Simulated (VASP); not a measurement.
# In3GaAs4 (P-43m) in VASP: single point with LDA

Aim: the single point of In3GaAs4 with LDA.

Program: VASP 6.6.1. These are calculated values, not measurements. Logs are shortened: lines on timing, memory, paths and dates and some standing lists are left out, and cuts for length are marked.

### 1 The cell of the first run

It takes space group P-43m (No. 215, cubic). The conventional cell has a = 5.957 Å, b = 5.957 Å, c = 5.957 Å, α = 90.00°, β = 90.00°, γ = 90.00°. Within 3.3 Å of Ga (site symmetry -43m) lie 4 As at 2.47 Å. Within 3.5 Å of In (site symmetry -42m) lie 4 As at 2.62 Å. Within 3.3 Å of As (site symmetry 3m) lie 1 Ga at 2.47 Å and 3 In at 2.62 Å.

### 2 Single point, LDA

The input, INCAR:

```
PREC = Accurate
ENCUT = 520
EDIFF = 1E-6
ISMEAR = 0
SIGMA = 0.02
LREAL = False
LASPH = True
NELM = 100
ALGO = Normal
ISIF = 2
LWAVE = False
LCHARG = False
NBANDS = 46
```

The input, KPOINTS:

```
Automatic mesh
0
Gamma
  5 5 5
```

The input, POSCAR:

```
In3GaAs4
1.0
    5.9570500000      0.0000000000      0.0000000000
    0.0000000000      5.9570500000      0.0000000000
    0.0000000000      0.0000000000      5.9570500000
Ga In As
1 3 4
Direct
    0.0000000000      0.0000000000      0.0000000000
    0.0000000000      0.5000000000      0.5000000000
    0.5000000000      0.0000000000      0.5000000000
    0.5000000000      0.5000000000      0.0000000000
    0.2398092291      0.2398092291      0.2398092291
    0.2398092291      0.7601907709      0.7601907709
    0.7601907709      0.2398092291      0.7601907709
    0.7601907709      0.7601907709      0.2398092291
```

Potentials or basis: VASP PAW LDA potentials, release 64 (Ga_d, In_d, As).

On the command line:

```
cat potpaw_LDA.64/Ga_d/POTCAR potpaw_LDA.64/In_d/POTCAR potpaw_LDA.64/As/POTCAR > POTCAR
mpirun -np 1 vasp_std > vasp.out
```

OUTCAR:

```text
PREC = Accurate
   ENCUT = 520
   EDIFF = 1E-6
   ISMEAR = 0
   LREAL = False
   LASPH = True
   NELM = 100
   ISIF = 2

 ion  position               nearest neighbor table
   1  0.000  0.000  0.000-   5 2.47   6 2.47   7 2.47   8 2.47
   2  0.000  0.500  0.500-   5 2.62   6 2.62   7 2.62   8 2.62
   3  0.500  0.000  0.500-   5 2.62   6 2.62   7 2.62   8 2.62
   4  0.500  0.500  0.000-   5 2.62   6 2.62   7 2.62   8 2.62
   5  0.240  0.240  0.240-   1 2.47   2 2.62   3 2.62   4 2.62
   6  0.240  0.760  0.760-   1 2.47   2 2.62   3 2.62   4 2.62
   7  0.760  0.240  0.760-   1 2.47   2 2.62   3 2.62   4 2.62
   8  0.760  0.760  0.240-   1 2.47   2 2.62   3 2.62   4 2.62

  LATTYP: Found a simple cubic cell.
 ALAT       =     5.9570500000

  Lattice vectors:

 A1 = (   5.9570500000,   0.0000000000,   0.0000000000)
 A2 = (   0.0000000000,   5.9570500000,   0.0000000000)
 A3 = (   0.0000000000,   0.0000000000,   5.9570500000)

Analysis of symmetry for initial positions (statically):
=====================================================================
 Subroutine PRICEL returns:
 Original cell was already a primitive cell.

 Routine SETGRP: Setting up the symmetry group for a
 simple cubic supercell.

 Subroutine GETGRP returns: Found 24 space group operations
 (whereof 24 operations were pure point group operations)
 out of a pool of 48 trial point group operations.

The static configuration has the point symmetry T_d .

Analysis of symmetry for dynamics (positions and initial velocities):
=====================================================================
 Subroutine PRICEL returns:
 Original cell was already a primitive cell.

 Routine SETGRP: Setting up the symmetry group for a
 simple cubic supercell.

 Subroutine GETGRP returns: Found 24 space group operations
 (whereof 24 operations were pure point group operations)
 out of a pool of 48 trial point group operations.

The dynamic configuration has the point symmetry T_d .

 Subroutine INISYM returns: Found 24 space group operations
 (whereof 24 operations are pure point group operations),
 and found     1 'primitive' translations

----------------------------------------------------------------------------------------

                                     Primitive cell

  volume of cell :     211.3945

  direct lattice vectors                    reciprocal lattice vectors
     5.957050000  0.000000000  0.000000000     0.167868324  0.000000000  0.000000000
     0.000000000  5.957050000  0.000000000     0.000000000  0.167868324  0.000000000
     0.000000000  0.000000000  5.957050000     0.000000000  0.000000000  0.167868324

  length of vectors
     5.957050000  5.957050000  5.957050000     0.167868324  0.167868324  0.167868324

  position of ions in fractional coordinates (direct lattice)
     0.000000000  0.000000000  0.000000000
     0.000000000  0.500000000  0.500000000
     0.500000000  0.000000000  0.500000000
     0.500000000  0.500000000  0.000000000
     0.239809229  0.239809229  0.239809229
     0.239809229  0.760190771  0.760190771
     0.760190771  0.239809229  0.760190771
     0.760190771  0.760190771  0.239809229

  ion indices of the primitive-cell ions
   primitive index   ion index
                 1           1
                 2           2
                 3           3
                 4           4
                 5           5
                 6           6
                 7           7
                 8           8

----------------------------------------------------------------------------------------

 KPOINTS: Automatic mesh

Automatic generation of k-mesh.
 Grid dimensions read from file:
 generate k-points for:    5    5    5

 Generating k-lattice:

  Cartesian coordinates                     Fractional coordinates (reciprocal lattice)
     0.033573665  0.000000000  0.000000000     0.200000000  0.000000000  0.000000000
     0.000000000  0.033573665  0.000000000     0.000000000  0.200000000  0.000000000
     0.000000000  0.000000000  0.033573665     0.000000000  0.000000000  0.200000000

  Length of vectors
     0.033573665  0.033573665  0.033573665

  Shift w.r.t. Gamma in fractional coordinates (k-lattice)
     0.000000000  0.000000000  0.000000000

 Subroutine IBZKPT returns following result:
 ===========================================

 Found     10 irreducible k-points:

 Following reciprocal coordinates:
            Coordinates               Weight
  0.000000  0.000000  0.000000      1.000000
  0.200000  0.000000  0.000000      6.000000
  0.400000  0.000000  0.000000      6.000000
  0.200000  0.200000  0.000000     12.000000
  0.400000  0.200000  0.000000     24.000000
  0.400000  0.400000  0.000000     12.000000
  0.200000  0.200000  0.200000      8.000000
  0.400000  0.200000  0.200000     24.000000
  0.400000  0.400000  0.200000     24.000000
  0.400000  0.400000  0.400000      8.000000
   k-points           NKPTS =     10   k-points in BZ     NKDIM =     10   number of bands    NBANDS=     46
   number of dos      NEDOS =    301   number of ions     NIONS =      8
   total plane-waves  NPLWV = 110592
   dimension x,y,z NGX =    48 NGY =   48 NGZ =   48
   dimension x,y,z NGXF=    96 NGYF=   96 NGZF=   96
   ions per type =               1   3   4
   NGX,Y,Z   is equivalent  to a cutoff of  13.40, 13.40, 13.40 a.u.
   NGXF,Y,Z  is equivalent  to a cutoff of  26.79, 26.79, 26.79 a.u.
 SYSTEM =  unknown system
   PREC   = accura    normal or accurate (medium, high low for compatibility)
   ISTART =      0    job   : 0-new  1-cont  2-samecut
   ICHARG =      2    charge: 1-file 2-atom 10-const
   ISPIN  =      1    spin polarized calculation?
   LNONCOLLINEAR =      F non collinear calculations
   LSORBIT =      F    spin-orbit coupling
   LASPH  =      T    aspherical Exc in radial PAW
   ENCUT  =  520.0 eV  38.22 Ry    6.18 a.u.  11.08 11.08 11.08*2*pi/ulx,y,z
   NELM   =    100;   NELMIN=  2; NELMDL= -5     # of ELM steps
   EDIFF  = 0.1E-05   stopping-criterion for ELM
   LREAL  =      F    real-space projection
   EDIFFG = 0.1E-04   stopping-criterion for IOM
   NSW    =      0    number of steps for IOM
   IBRION =     -1    ionic relax: 0-MD 1-quasi-New 2-CG
   NFREE  =      0    steps in history (QN), initial steepest desc. (CG)
   ISIF   =      2    stress and relaxation
   ISYM   =      2    0-nonsym 1-usesym 2-fastsym
   POTIM  = 0.5000    time-step for ionic-motion
   TEBEG  =    0.0;   TEEND  =   0.0 temperature during run
   PSTRESS=    0.0 pullay stress
   NELECT =      72.0000    total number of electrons
   NUPDOWN=      -1.0000    fix difference up-down
   EMIN   =  10.00;   EMAX   =-10.00  energy-range for DOS
   EFERMI =   0.00;   METHOD = LEGACY
   ISMEAR =     0;   SIGMA  =   0.02  broadening in eV -4-tet -1-fermi 0-gaus
   EFERMI_NEDOS =   21; number of points for ismear=-14 and -15
   IALGO  =     38    algorithm
   IMIX   =      4    mixing-type and parameters
     AMIX     =   0.40;   BMIX     =  1.00
     AMIX_MAG =   1.60;   BMIX_MAG =  1.00
  volume/ion in A,a.u.               =      26.42       178.32
  Fermi-wavevector in a.u.,A,eV,Ry     =   1.143285  2.160495 17.784176  1.307100
  Thomas-Fermi vector in A             =   2.279980
   LORBIT       =      0    0 simple, 1 ext, 2 COOP (PROOUT), +10 PAW based schemes
   GGA     = CA    functional components
   LHFCALC =     F    Hartree Fock is set to
   AEXX    =    0.0000 exact exchange contribution
   IVDW    =     0    specifies the selected vdW correction
   LEPSILON=     F    determine dielectric tensor
   LRPA    =     F    only Hartree local field effects (RPA)
 non-spin polarized calculation
 Gauss-broadening in eV      SIGMA  =   0.02
  energy-cutoff  :      520.00
  volume of cell :      211.39
 maximum number of plane-waves:      5718
 NGX is ok and might be reduce to    48
   NGX = 23   NGY = 23   NGZ = 23

 number of electron      72.0000002 magnetization

 Free energy of the ion-electron system (eV)
  ---------------------------------------------------
  ext. energy  EPLUGINS =         0.00000000
  ---------------------------------------------------
  free energy    TOTEN  =       -36.61205862 eV

  energy without entropy =      -36.61181180  energy(sigma->0) =      -36.61193521

 E-fermi :   4.1946     XC(G=0):  -9.5180

 val. band max:        4.1885148216   @ k =   0.0000   0.0000   0.0000
 cond. band min:       4.9708679480   @ k =   0.4000   0.4000   0.4000
 fundamental gap:      0.7823531264
 Fermi energy:         4.1946062252

 k-point     1 :       0.0000    0.0000    0.0000
  band No.  band energies     occupation
      1     -10.7599      2.00000
      2     -10.7599      2.00000
      3     -10.7599      2.00000
      4     -10.6808      2.00000
      5     -10.6808      2.00000
      6     -10.2716      2.00000
[... 38 lines left out ...]
     45       8.0174      0.00000
     46       8.0174      0.00000

 k-point     2 :       0.2000    0.0000    0.0000
  band No.  band energies     occupation
      1     -10.7591      2.00000
      2     -10.7590      2.00000
      3     -10.7590      2.00000
      4     -10.6807      2.00000
      5     -10.6805      2.00000
      6     -10.2663      2.00000
[... 38 lines left out ...]
     45       8.5641      0.00000
     46       8.5641      0.00000

 k-point     3 :       0.4000    0.0000    0.0000
  band No.  band energies     occupation
      1     -10.7579      2.00000
      2     -10.7575      2.00000
      3     -10.7575      2.00000
      4     -10.6805      2.00000
      5     -10.6801      2.00000
      6     -10.2567      2.00000
[... 332 lines left out ...]
     45       8.9160      0.00000
     46       9.6009      0.00000

 k-point    10 :       0.4000    0.4000    0.4000
  band No.  band energies     occupation
      1     -10.7573      2.00000
      2     -10.7573      2.00000
      3     -10.7572      2.00000
      4     -10.6802      2.00000
      5     -10.6802      2.00000
      6     -10.2911      2.00000
[... 38 lines left out ...]
     45       8.8731      0.00000
     46       9.1238      0.00000

------------------------ aborting loop because EDIFF is reached ----------------------------------------

  FORCE on cell =-STRESS in cart. coord.  units (eV):
  Direction    XX          YY          ZZ          XY          YZ          ZX
  --------------------------------------------------------------------------------------
  -------------------------------------------------------------------------------------
  Total       -1.2266080     -1.2266080     -1.2266080      0.0000000     -0.0000000      0.0000000
  in kB       -9.2965677     -9.2965677     -9.2965677      0.0000000     -0.0000000      0.0000000
  external PRESSURE =      -9.2965677 kB  Pullay stress =       0.0000000 kB

 VOLUME and BASIS-vectors are now :
 -----------------------------------------------------------------------------
  energy-cutoff  :      520.00
  volume of cell :      211.39
      direct lattice vectors                 reciprocal lattice vectors
     5.957050000  0.000000000  0.000000000     0.167868324  0.000000000  0.000000000
     0.000000000  5.957050000  0.000000000     0.000000000  0.167868324  0.000000000
     0.000000000  0.000000000  5.957050000     0.000000000  0.000000000  0.167868324

 POSITION                                       TOTAL-FORCE (eV/Angst)
 -----------------------------------------------------------------------------------
      0.00000      0.00000      0.00000        -0.000000     -0.000000     -0.000000
      0.00000      2.97852      2.97852        -0.000000      0.000000     -0.000000
      2.97852      0.00000      2.97852        -0.000000      0.000000     -0.000000
      2.97852      2.97852      0.00000        -0.000000     -0.000000     -0.000000
      1.42856      1.42856      1.42856         0.001647      0.001647      0.001647
      1.42856      4.52849      4.52849         0.001647     -0.001647     -0.001647
      4.52849      1.42856      4.52849        -0.001647      0.001647     -0.001647
      4.52849      4.52849      1.42856        -0.001647     -0.001647      0.001647
 -----------------------------------------------------------------------------------
    total drift:                                0.000000      0.000000     -0.000000

  FREE ENERGIE OF THE ION-ELECTRON SYSTEM (eV)
  ---------------------------------------------------
  free  energy   TOTEN  =       -36.6120586221 eV

  energy  without entropy=      -36.6118118024  energy(sigma->0) =      -36.61193521
```

Wall time 65 s (1 thread of Intel Xeon Platinum 8488C (Sapphire Rapids), shared host); peak memory 0.3 GiB.

What came out:

* Free energy: -36.6121 eV
* Pressure: -0.9 GPa
* Band gap on the k mesh: zero (filled and empty bands touch)

Forces in eV/Å, atoms in the order of the input:
```
Ga   0.000  0.000  0.000
In   0.000  0.000  0.000
In   0.000  0.000  0.000
In   0.000  0.000  0.000
As   0.002  0.002  0.002
As   0.002 -0.002 -0.002
As  -0.002  0.002 -0.002
As  -0.002 -0.002  0.002
```

Caveat: semilocal functionals underestimate gaps, and a narrow one can read as zero; spin-orbit coupling is left out, which moves the levels of the heavy elements.

The gap in the log of VASP goes by the Fermi energy; the results here count the filled bands.